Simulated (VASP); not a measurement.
Set up this calculation in VASP 6.6.1, as the native input.

| Item | Value |
| --- | --- |
| Task | single point |
| Functional | LDA |
| Potentials or basis | VASP PAW LDA potentials, release 64 (W_sv, C) |
| Cutoff | 520 eV |
| k mesh | 15 × 15 × 15 |
| Occupations | gaussian, width 0.1 eV |
| Spin | no spin polarisation |
| Dipole correction | no |
| Further INCAR settings | ALGO = Normal; EDIFF = 1e-06; NBANDS = 16 |

The structure of WC lies in POSCAR:

```
WC
1.0
    2.8839060085      0.0000000000      0.0000000000
   -1.4419530042      2.4975358655      0.0000000000
    0.0000000000      0.0000000000      2.8116768819
W C
1 1
Direct
    0.0000000000      0.0000000000      0.0000000000
    0.3333333333      0.6666666667      0.5000000000
```

These files were run (other wordings do the same):

INCAR

```
  PREC = Accurate
  ENCUT = 520
  EDIFF = 1E-6
  ISMEAR = 0
  SIGMA = 0.1
  LREAL = F
  LASPH = T
  NELM = 80
  ALGO = Normal
  ISIF = 2
  LWAVE = F
  LCHARG = F
  GGA = CA
  NBANDS = 16
```

KPOINTS

```
Automatic mesh
0
Gamma
  15 15 15
```

Potentials or basis: VASP PAW LDA potentials, release 64 (W_sv, C).

Launch:

```bash
$ cat potpaw_LDA.64/W_sv/POTCAR potpaw_LDA.64/C/POTCAR > POTCAR
$ mpirun -np 1 vasp_std > vasp.out
```

Results of the run:

```yaml
Pressure: 2.7 GPa
Band_gap_on_the_k_mesh: zero (band 9 reaches 11.93 eV, above the bottom of band 10 at 10.71 eV)
```

Caveat: spin-orbit coupling is left out, which moves the levels of the heavy elements.

Run time: 21 s on 1 thread of Intel(R) Xeon(R) 6975P-C (Granite Rapids) (shared host), peak memory 0.18 GiB.
